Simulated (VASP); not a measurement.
# Zn3SbSe4: single point with r2SCAN

Crystal: Zn3SbSe4.

```xyz
8
Lattice="0.0000 5.7132 0.0000 5.7132 0.0000 0.0000 2.8566 2.8566 -5.6921" Properties=species:S:1:pos:R:3 pbc="T T T"
Zn    2.8566    2.8566    0.0000
Zn    2.8566    5.7132   -2.8460
Zn    5.7132    2.8566   -2.8460
Sb    0.0000    0.0000    0.0000
Se    4.2398    4.2398   -1.4946
Se    7.0963    4.3300   -4.1975
Se    1.4734    1.4734   -1.4946
Se    4.3300    7.0963   -4.1975
```

```yaml
Program: VASP 6.6.1
Task: single point
Functional: r2SCAN
Potentials_or_basis: VASP PAW PBE potentials, release 64 (Zn, Sb, Se)
Cutoff: 520 eV
k_mesh: 4 × 4 × 4
Occupations: methfessel-paxton, width 0.01 eV
Spin: no spin polarisation
Dipole_correction: no
Further_INCAR_settings: ALGO = Normal; EDIFF = 1e-07; NBANDS = 42
```

| Quantity | Value |
| --- | --- |
| Pressure | 9.6 GPa |
| Largest force | 2.231 eV/Å |
| Band gap on the k mesh | zero (an odd number of electrons rules out a gap without spin polarisation) |

Forces in eV/Å, atoms in the order of the input:
```
Zn   0.000  0.000  0.000
Zn   0.000  0.000  0.000
Zn   0.000  0.000  0.000
Sb   0.000  0.000  0.000
Se  -1.377 -1.377 -1.088
Se  -1.377  1.377  1.088
Se   1.377  1.377 -1.088
Se   1.377 -1.377  1.088
```

Stress tensor (GPa, compression positive):
```
 9.26  0.00  0.00
 0.00  9.26  0.00
 0.00  0.00 10.24
```

Levels at points of the mesh, in eV from the Fermi level:
```
           k point  band 29  band 30  band 31  band 32  band 33  band 34  band 35  band 36  band 37  band 38
(0.00, 0.00, 0.00)    -3.20    -3.20    -3.20    -2.64    -0.64     0.14     0.99     0.99     2.01     2.14
(0.50, 0.00, 0.00)    -4.75    -4.32    -4.02    -1.04     0.43     0.60     1.61     1.74     2.25     2.25
(0.50, 0.50, 0.00)    -3.98    -3.91    -3.72    -2.29    -0.35     0.05     1.27     1.71     2.09     2.40
(0.00, 0.00, 0.50)    -4.54    -4.38    -4.38    -1.74    -0.58    -0.58    -0.30     0.94     1.13     1.43
```

Run time: 3.7 min on 1 thread of Intel(R) Xeon(R) 6975P-C (Granite Rapids), on a shared host, peak memory 0.38 GiB.

Caveat: the cell stands under pressure; the PAW data sets were made with another functional, which shifts forces and pressure a little; spin-orbit coupling is left out, which moves the levels of the heavy elements.
